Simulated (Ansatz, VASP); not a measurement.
**Two plane-wave programs on SnSe2**

```
Sn Se
1.0
     3.69183    0.00000    0.00000
    -1.84591    3.19722    0.00000
     0.00000    0.00000    6.53960
Sn Se
1 2
Direct
  0.00000 0.00000 0.00000
  0.33333 0.66667 0.25000
  0.66667 0.33333 0.75000
```

Alike in both runs: task single point; functional PBE; k mesh 12 × 12 × 6; occupations gaussian, width 0.05 eV; no spin polarisation.

|  | VASP | Ansatz |
| --- | --- | --- |
| version | VASP 6.6.1 | Ansatz 0.2.0 |
| potentials or method | VASP PAW PBE potentials, release 64 (Sn_d, Se), cutoff 520 eV | scalar-relativistic, plane waves, PAW |
| valence electrons in the cell | 26 | 46 |

VASP gave:

| Quantity | Value |
| --- | --- |
| gap on the k mesh at the Fermi level (eV) | 0.38 |
| least direct gap on the mesh (eV) | 1.06 |
| pressure (GPa) | 5.5 |
| traceless stress, the component that is largest in VASP (GPa) | -3.47 |
| rms of the force components (eV/Å) | 0.072 |

Which values does Ansatz return?

gap on the k mesh at the Fermi level (eV): 0.39; least direct gap on the mesh (eV): 1.06; pressure (GPa): 5.5; traceless stress, the component that is largest in VASP (GPa): -3.49; rms of the force components (eV/Å): 0.064.

Atom by atom the forces differ by 0.008 eV/Å (rms over components). VASP's potentials hold 26 valence electrons a cell and Ansatz's 46, so a difference there can come from the potentials and not from the codes.
